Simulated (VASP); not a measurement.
# ScPt (Pm-3m) in VASP: notebook, part 2 of 2

VASP 6.6.1. Earlier steps stand in the parts before.

## (3) Electric field gradients, LDA

This run uses another cell than the first one, of 17.48 Å³/atom.

INCAR

```
SYSTEM = ScPt
ALGO = Normal
EDIFF = 1E-8
ENCUT = 520
ISIF = 2
ISMEAR = -1
LASPH = .TRUE.
LCHARG = .FALSE.
LEFG = .TRUE.
LREAL = .FALSE.
LWAVE = .FALSE.
NBANDS = 18
NELM = 60
PREC = Accurate
SIGMA = 0.05
```

KPOINTS

```
k-points
0
G
  10 10 10
  0 0 0
```

POSCAR

```
ScPt
1.0
    3.2700000000      0.0000000000      0.0000000000
    0.0000000000      3.2700000000      0.0000000000
    0.0000000000      0.0000000000      3.2700000000
Sc Pt
1 1
Direct
    0.5000000000      0.5000000000      0.5000000000
    0.0000000000      0.0000000000      0.0000000000
```

Potentials or basis: VASP PAW LDA potentials, release 64 (Sc_sv, Pt).

Run with:

```
cat potpaw_LDA.64/Sc_sv/POTCAR potpaw_LDA.64/Pt/POTCAR > POTCAR
mpirun -np 1 vasp_std > vasp.out
```

OUTCAR:

```text
SYSTEM = ScPt
   EDIFF = 1E-8
   ENCUT = 520
   ISIF = 2
   ISMEAR = -1
   LASPH = .TRUE.
   LREAL = .FALSE.
   NELM = 60
   PREC = Accurate

 ion  position               nearest neighbor table
   1  0.500  0.500  0.500-   2 2.83   2 2.83   2 2.83   2 2.83   2 2.83   2 2.83   2 2.83   2 2.83

   2  0.000  0.000  0.000-   1 2.83   1 2.83   1 2.83   1 2.83   1 2.83   1 2.83   1 2.83   1 2.83

  LATTYP: Found a simple cubic cell.
 ALAT       =     3.2700000000

  Lattice vectors:

 A1 = (   3.2700000000,   0.0000000000,   0.0000000000)
 A2 = (   0.0000000000,   3.2700000000,   0.0000000000)
 A3 = (   0.0000000000,   0.0000000000,   3.2700000000)

Analysis of symmetry for initial positions (statically):
=====================================================================
 Subroutine PRICEL returns:
 Original cell was already a primitive cell.

 Routine SETGRP: Setting up the symmetry group for a
 simple cubic supercell.

 Subroutine GETGRP returns: Found 48 space group operations
 (whereof 48 operations were pure point group operations)
 out of a pool of 48 trial point group operations.

The static configuration has the point symmetry O_h .

Analysis of symmetry for dynamics (positions and initial velocities):
=====================================================================
 Subroutine PRICEL returns:
 Original cell was already a primitive cell.

 Routine SETGRP: Setting up the symmetry group for a
 simple cubic supercell.

 Subroutine GETGRP returns: Found 48 space group operations
 (whereof 48 operations were pure point group operations)
 out of a pool of 48 trial point group operations.

The dynamic configuration has the point symmetry O_h .

 Subroutine INISYM returns: Found 48 space group operations
 (whereof 48 operations are pure point group operations),
 and found     1 'primitive' translations

----------------------------------------------------------------------------------------

                                     Primitive cell

  volume of cell :      34.9658

  direct lattice vectors                    reciprocal lattice vectors
     3.270000000  0.000000000  0.000000000     0.305810398  0.000000000  0.000000000
     0.000000000  3.270000000  0.000000000     0.000000000  0.305810398  0.000000000
     0.000000000  0.000000000  3.270000000     0.000000000  0.000000000  0.305810398

  length of vectors
     3.270000000  3.270000000  3.270000000     0.305810398  0.305810398  0.305810398

  position of ions in fractional coordinates (direct lattice)
     0.500000000  0.500000000  0.500000000
     0.000000000  0.000000000  0.000000000

  ion indices of the primitive-cell ions
   primitive index   ion index
                 1           1
                 2           2

----------------------------------------------------------------------------------------

 KPOINTS: k-points

Automatic generation of k-mesh.
 Grid dimensions read from file:
 generate k-points for:   10   10   10

 Generating k-lattice:

[... 63 lines left out ...]
   EDIFFG = 0.1E-06   stopping-criterion for IOM
   NSW    =      0    number of steps for IOM
   IBRION =     -1    ionic relax: 0-MD 1-quasi-New 2-CG
   NFREE  =      0    steps in history (QN), initial steepest desc. (CG)
   ISIF   =      2    stress and relaxation
   ISYM   =      2    0-nonsym 1-usesym 2-fastsym
   POTIM  = 0.5000    time-step for ionic-motion
   TEBEG  =    0.0;   TEEND  =   0.0 temperature during run
   PSTRESS=    0.0 pullay stress
   NELECT =      21.0000    total number of electrons
   NUPDOWN=      -1.0000    fix difference up-down
   EMIN   =  10.00;   EMAX   =-10.00  energy-range for DOS
   EFERMI =   0.00;   METHOD = LEGACY
   ISMEAR =    -1;   SIGMA  =   0.05  broadening in eV -4-tet -1-fermi 0-gaus
   EFERMI_NEDOS =   21; number of points for ismear=-14 and -15
   IALGO  =     38    algorithm
   IMIX   =      4    mixing-type and parameters
     AMIX     =   0.40;   BMIX     =  1.00
     AMIX_MAG =   1.60;   BMIX_MAG =  1.00
  volume/ion in A,a.u.               =      17.48       117.98
  Fermi-wavevector in a.u.,A,eV,Ry     =   1.381233  2.610151 25.957245  1.907804
  Thomas-Fermi vector in A             =   2.506036
   LORBIT       =      0    0 simple, 1 ext, 2 COOP (PROOUT), +10 PAW based schemes
   GGA     = CA    functional components
   LHFCALC =     F    Hartree Fock is set to
   AEXX    =    0.0000 exact exchange contribution
   IVDW    =     0    specifies the selected vdW correction
   LEPSILON=     F    determine dielectric tensor
   LRPA    =     F    only Hartree local field effects (RPA)
 non-spin polarized calculation
  energy-cutoff  :      520.00
  volume of cell :       34.97
 maximum number of plane-waves:       968
   NGX = 13   NGY = 13   NGZ = 13

 number of electron      20.9999992 magnetization

 Free energy of the ion-electron system (eV)
  ---------------------------------------------------
  ext. energy  EPLUGINS =         0.00000000
  ---------------------------------------------------
  free energy    TOTEN  =       -16.65337349 eV

  energy without entropy =      -16.63861629  energy(sigma->0) =      -16.64599489

 E-fermi :   7.8684     XC(G=0): -12.2388

 val. band max:        7.8652795346   @ k =   0.4000   0.0000   0.0000
 cond. band min:       7.9192794718   @ k =   0.5000   0.5000   0.1000
 fundamental gap:      0.0539999372
 Fermi energy:         7.8683775620

 k-point     1 :       0.0000    0.0000    0.0000
  band No.  band energies     occupation
      1     -41.3703      2.00000
      2     -20.2412      2.00000
      3     -20.2412      2.00000
      4     -20.2412      2.00000
      5      -0.2374      2.00000
      6       2.6140      2.00000
[... 481 lines left out ...]
      5       1.4964      2.00000
      6       3.2678      2.00000
[... 10 lines left out ...]
     17      17.4382      0.00000
     18      18.2162      0.00000

 [... further k-points ...]
[... 5 lines left out ...]
  --------------------------------------------------------------------------------------
  -------------------------------------------------------------------------------------
  Total       -1.0541185     -1.0541185     -1.0541185     -0.0000000     -0.0000000     -0.0000000
  in kB      -48.3010697    -48.3010697    -48.3010697     -0.0000000     -0.0000000     -0.0000000
  external PRESSURE =     -48.3010697 kB  Pullay stress =       0.0000000 kB

 VOLUME and BASIS-vectors are now :
 -----------------------------------------------------------------------------
  energy-cutoff  :      520.00
  volume of cell :       34.97
      direct lattice vectors                 reciprocal lattice vectors
     3.270000000  0.000000000  0.000000000     0.305810398  0.000000000  0.000000000
     0.000000000  3.270000000  0.000000000     0.000000000  0.305810398  0.000000000
     0.000000000  0.000000000  3.270000000     0.000000000  0.000000000  0.305810398

 POSITION                                       TOTAL-FORCE (eV/Angst)
 -----------------------------------------------------------------------------------
      1.63500      1.63500      1.63500         0.000000      0.000000      0.000000
      0.00000      0.00000      0.00000         0.000000      0.000000      0.000000
 -----------------------------------------------------------------------------------
    total drift:                                0.000000      0.000000     -0.000000

  FREE ENERGIE OF THE ION-ELECTRON SYSTEM (eV)
  ---------------------------------------------------
  free  energy   TOTEN  =       -16.6533734950 eV

  energy  without entropy=      -16.6386162913  energy(sigma->0) =      -16.64599489

 Electric field gradients (V/A^2)
---------------------------------------------------------------------
 ion       V_xx      V_yy      V_zz      V_xy      V_xz      V_yz
---------------------------------------------------------------------
   1       0.000    -0.000    -0.000     0.000     0.000    -0.000
   2      -0.000    -0.000     0.000    -0.000    -0.000    -0.000
---------------------------------------------------------------------

 Electric field gradients after diagonalization (V/A^2)
 (convention: |V_zz| > |V_xx| > |V_yy|)
----------------------------------------------------------------------
 ion       V_xx      V_yy      V_zz     asymmetry (V_yy - V_xx)/ V_zz
----------------------------------------------------------------------
   1      -0.000    -0.000     0.000       0.479
   2      -0.000    -0.000     0.000       0.125
----------------------------------------------------------------------

           NMR quadrupolar parameters

 Cq : quadrupolar parameter    Cq=e*Q*V_zz/h
 eta: asymmetry parameters     (V_yy - V_xx)/ V_zz
 Q  : nuclear electric quadrupole moment in mb (millibarn)
----------------------------------------------------------------------
 ion       Cq(MHz)       eta       Q (mb)
----------------------------------------------------------------------
   1       0.000       0.479       1.000
   2       0.000       0.125       1.000
----------------------------------------------------------------------
```

stdout:

```text
POSCAR found type information on POSCAR ScPt
 POSCAR found :  2 types and       2 ions
 scaLAPACK will be used
 LDA part: xc-table for (Slater(with rela. corr.)+CA(PZ))
 , standard interpolation
 POSCAR, INCAR and KPOINTS ok, starting setup
 FFT: planning ... GRIDC
 FFT: planning ... GRID_SOFT
 FFT: planning ... GRID
 WAVECAR not read
 entering main loop
ion   1

ion   2
```

It took 35 s on 1 thread of AMD EPYC 7R13, shared host; peak memory 0.13 GiB.

Results:

```
Free energy                             : -16.6534 eV
Pressure                                : -4.8 GPa
Band gap on the k mesh                  : zero (an odd number of electrons rules out a gap without spin polarisation)
Largest electric field gradient by atom : zero within the noise of the run
```

Levels at points of the mesh, in eV from the Fermi level:
| k point | band 7 | band 8 | band 9 | band 10 | band 11 | band 12 | band 13 | band 14 |
| --- | --- | --- | --- | --- | --- | --- | --- | --- |
| (0.00, 0.00, 0.00) | -5.25 | -2.87 | -2.87 | -2.87 | 1.40 | 1.40 | 3.42 | 3.42 |
| (0.50, 0.00, 0.00) | -3.34 | -3.25 | -3.25 | -2.46 | -0.92 | -0.17 | 1.14 | 1.14 |
| (0.50, 0.50, 0.00) | -3.92 | -3.92 | -1.62 | -0.84 | 0.32 | 0.32 | 1.91 | 3.48 |
| (0.50, 0.50, 0.50) | -4.34 | -1.56 | -1.56 | -1.43 | -1.43 | -1.43 | 3.05 | 3.62 |

Caveat: the cell stands under tension; spin-orbit coupling is left out, which moves the levels of the heavy elements.

## (4) Electric field gradients, LDA

This run uses another cell than the first one, of 17.48 Å³/atom.

INCAR

```
ALGO = Normal
EDIFF = 1E-8
ENCUT = 520
GGA = CA
ISIF = 2
ISMEAR = -1
LASPH = True
LCHARG = False
LEFG = True
LREAL = False
LWAVE = False
NBANDS = 18
NELM = 80
PREC = Accurate
SIGMA = 0.05
```

KPOINTS

```
k-points
0
Gamma
  10 10 10
```

POSCAR is that of step 3.

Potentials or basis: VASP PAW LDA potentials, release 64 (Sc_sv, Pt).

Run with:

```
cat potpaw_LDA.64/Sc_sv/POTCAR potpaw_LDA.64/Pt/POTCAR > POTCAR
mpirun -np 1 vasp_std > vasp.out
```

OUTCAR:

```text
EDIFF = 1E-8
   ENCUT = 520
   GGA = CA
   ISIF = 2
   ISMEAR = -1
   LASPH = True
   LREAL = False
   NELM = 80
   PREC = Accurate

 ion  position               nearest neighbor table
   1  0.500  0.500  0.500-   2 2.83   2 2.83   2 2.83   2 2.83   2 2.83   2 2.83   2 2.83   2 2.83

   2  0.000  0.000  0.000-   1 2.83   1 2.83   1 2.83   1 2.83   1 2.83   1 2.83   1 2.83   1 2.83

  LATTYP: Found a simple cubic cell.
 ALAT       =     3.2700000000

  Lattice vectors:

 A1 = (   3.2700000000,   0.0000000000,   0.0000000000)
 A2 = (   0.0000000000,   3.2700000000,   0.0000000000)
 A3 = (   0.0000000000,   0.0000000000,   3.2700000000)

Analysis of symmetry for initial positions (statically):
=====================================================================
 Subroutine PRICEL returns:
 Original cell was already a primitive cell.

 Routine SETGRP: Setting up the symmetry group for a
 simple cubic supercell.

[... 692 lines left out ...]
      direct lattice vectors                 reciprocal lattice vectors
     3.270000000  0.000000000  0.000000000     0.305810398  0.000000000  0.000000000
     0.000000000  3.270000000  0.000000000     0.000000000  0.305810398  0.000000000
     0.000000000  0.000000000  3.270000000     0.000000000  0.000000000  0.305810398

 POSITION                                       TOTAL-FORCE (eV/Angst)
 -----------------------------------------------------------------------------------
      1.63500      1.63500      1.63500         0.000000      0.000000      0.000000
      0.00000      0.00000      0.00000         0.000000      0.000000      0.000000
 -----------------------------------------------------------------------------------
    total drift:                                0.000000      0.000000     -0.000000

  FREE ENERGIE OF THE ION-ELECTRON SYSTEM (eV)
  ---------------------------------------------------
  free  energy   TOTEN  =       -16.6533734950 eV

  energy  without entropy=      -16.6386162913  energy(sigma->0) =      -16.64599489

 Electric field gradients (V/A^2)
---------------------------------------------------------------------
 ion       V_xx      V_yy      V_zz      V_xy      V_xz      V_yz
---------------------------------------------------------------------
   1       0.000    -0.000    -0.000     0.000     0.000    -0.000
   2      -0.000    -0.000     0.000    -0.000    -0.000    -0.000
---------------------------------------------------------------------

 Electric field gradients after diagonalization (V/A^2)
 (convention: |V_zz| > |V_xx| > |V_yy|)
----------------------------------------------------------------------
 ion       V_xx      V_yy      V_zz     asymmetry (V_yy - V_xx)/ V_zz
----------------------------------------------------------------------
   1      -0.000    -0.000     0.000       0.479
   2      -0.000    -0.000     0.000       0.125
----------------------------------------------------------------------

           NMR quadrupolar parameters

 Cq : quadrupolar parameter    Cq=e*Q*V_zz/h
 eta: asymmetry parameters     (V_yy - V_xx)/ V_zz
 Q  : nuclear electric quadrupole moment in mb (millibarn)
----------------------------------------------------------------------
 ion       Cq(MHz)       eta       Q (mb)
----------------------------------------------------------------------
   1       0.000       0.479       1.000
   2       0.000       0.125       1.000
----------------------------------------------------------------------
```

stdout:

```text
POSCAR found type information on POSCAR ScPt
 POSCAR found :  2 types and       2 ions
 scaLAPACK will be used
 LDA part: xc-table for (Slater(with rela. corr.)+CA(PZ))
 , standard interpolation
 POSCAR, INCAR and KPOINTS ok, starting setup
 FFT: planning ... GRIDC
 FFT: planning ... GRID_SOFT
 FFT: planning ... GRID
 WAVECAR not read
 entering main loop
ion   1

ion   2
```

It took 36 s on 1 thread of AMD EPYC 7R13, shared host; peak memory 0.13 GiB.

Results:

```
Free energy                             : -16.6534 eV
Pressure                                : -4.8 GPa
Band gap on the k mesh                  : zero (an odd number of electrons rules out a gap without spin polarisation)
Largest electric field gradient by atom : zero within the noise of the run
```

Levels at points of the mesh, in eV from the Fermi level:
```tsv
k point	band 6	band 7	band 8	band 9	band 10	band 11	band 12	band 13	band 14	band 15
(0.00, 0.00, 0.00)	-5.25	-5.25	-2.87	-2.87	-2.87	1.40	1.40	3.42	3.42	3.42
(0.50, 0.00, 0.00)	-4.40	-3.34	-3.25	-3.25	-2.46	-0.92	-0.17	1.14	1.14	2.65
(0.50, 0.50, 0.00)	-5.34	-3.92	-3.92	-1.62	-0.84	0.32	0.32	1.91	3.48	3.48
(0.50, 0.50, 0.50)	-4.34	-4.34	-1.56	-1.56	-1.43	-1.43	-1.43	3.05	3.62	3.62
```

Caveat: the cell stands under tension; spin-orbit coupling is left out, which moves the levels of the heavy elements.
